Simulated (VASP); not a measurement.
The system is Sb.

```
Sb
1.0
     2.11022    1.21834    3.68128
    -2.11022    1.21834    3.68128
     0.00000   -2.43668    3.68128
Sb
2
Direct
  0.23349 0.23349 0.23349
  0.76651 0.76651 0.76651
```

```yaml
Program: VASP 6.6.1
Task: relaxation of cell and atoms
Functional: PBEsol
Potentials_or_basis: VASP PAW PBE potentials, release 64 (Sb)
Cutoff: 600 eV
k_mesh: 9 × 9 × 9
Occupations: fermi-dirac, width 0.05 eV
Spin: no spin polarisation
```

At the start: pressure 4.4 GPa; volume 28.39 Å³/atom.

Problem. How do energy, volume and symmetry change on relaxing?

Solution. Over 10 steps the energy falls by 28.0 meV/atom and the volume is 29.90 Å³/atom (+5.3 %); space group R-3m (No. 166, to 0.05 Å).

Step by step:
| step | energy change (eV) | largest force (eV/Å) | pressure (GPa) | volume (Å³) |
| --- | --- | --- | --- | --- |
| 1 | 0.0000 | 0.5474 | 4.43 | 56.79 |
| 2 | -0.0188 | 0.2781 | -3.06 | 63.48 |
| 3 | -0.0542 | 0.0448 | -0.12 | 60.33 |
| 4 | -0.0542 | 0.0537 | -0.04 | 60.25 |
| 5 | -0.0549 | 0.0474 | -0.02 | 60.14 |
| 6 | -0.0558 | 0.0293 | 0.07 | 59.82 |
| 7 | -0.0558 | 0.0272 | 0.08 | 59.78 |
| 8 | -0.0558 | 0.0087 | -0.15 | 59.95 |
| 9 | -0.0559 | 0.0094 | -0.04 | 59.86 |
| 10 | -0.0559 | 0.0030 | -0.01 | 59.81 |

Final structure:
```
Sb
1.0
     2.16291    1.24876    3.69064
    -2.16291    1.24876    3.69064
     0.00000   -2.49752    3.69064
Sb
2
Direct
  0.23584 0.23584 0.23584
  0.76416 0.76416 0.76416
```

Caveat: the PAW data sets were made with another functional, which shifts forces and pressure a little.
